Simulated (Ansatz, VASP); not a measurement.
**ZnO in VASP and in Ansatz**

The input INCAR:

```
SYSTEM = ZnO
PREC = Accurate ; ENCUT = 520
EDIFF = 1E-6 ; ISMEAR = 0
SIGMA = 0.05 ; LREAL = .False.
LASPH = .True. ; NELM = 80
ALGO = Normal ; ISIF = 2
LWAVE = .False. ; LCHARG = .True.
GGA = PE ; IVDW = 12
LELF = .True. ; LVHAR = .True.
NBANDS = 26
```

The input KPOINTS:

```
regular mesh
0
Gamma
  12 12 6
  0 0 0
```

Contents of POSCAR:

```
ZnO
1.0
    3.2662751495      0.0000000000      0.0000000000
   -1.6331375747      2.8286772553      0.0000000000
    0.0000000000      0.0000000000      7.0941755955
Zn O
2 2
Direct
    0.0000000000      0.0000000000      0.7500000000
    0.0000000000      0.0000000000      0.2500000000
    0.3333333333      0.6666666667      0.2500000000
    0.6666666667      0.3333333333      0.7500000000
```

Input for Ansatz:

```yaml
crystal:
  lattice:
    - [3.2662751495, 0.0, 0.0]
    - [-1.6331375747, 2.8286772553, 0.0]
    - [0.0, 0.0, 7.0941755955]
  atoms:
    - { symbol: Zn, position: [0.0, 0.0, 0.75] }
    - { symbol: Zn, position: [0.0, 0.0, 0.25] }
    - { symbol: O, position: [0.3333333333, 0.6666666667, 0.25] }
    - { symbol: O, position: [0.6666666667, 0.3333333333, 0.75] }
basis:
  ecutwfc: 420
kpoints:
  mp_grid: { grid: [12, 12, 6] }
hamiltonian:
  xc: pbe
  dispersion: d3bj
scf:
  occupations: { method: gaussian, width: 0.05 }
output:
  forces: true
  stress: true
  eigenvalues: true
```

Change from the starting cell: strain +0.1500 x Voigt [0, 0, 1, 0, 0, 0], atoms carried along.

Alike in both runs: task single point; functional PBE; dispersion D3(BJ); k mesh 12 × 12 × 6; occupations gaussian, width 0.05 eV; no spin polarisation.

|  | VASP | Ansatz |
| --- | --- | --- |
| version | VASP 6.6.1 | Ansatz 0.2.0 |
| potentials or method | VASP PAW PBE potentials, release 64 (Zn, O), cutoff 520 eV | scalar-relativistic, plane waves, PAW |
| valence electrons in the cell | 36 | 36 |

```csv
,VASP,Ansatz,Ansatz less VASP
gap on the k mesh at the Fermi level (eV),0.83,0.82,-0.002
least direct gap on the mesh (eV),0.83,0.82,-0.002
pressure (GPa),0.3,-0.6,-0.86
"traceless stress, the component that is largest in VASP (GPa)",-1.89,-1.00,+0.891
```
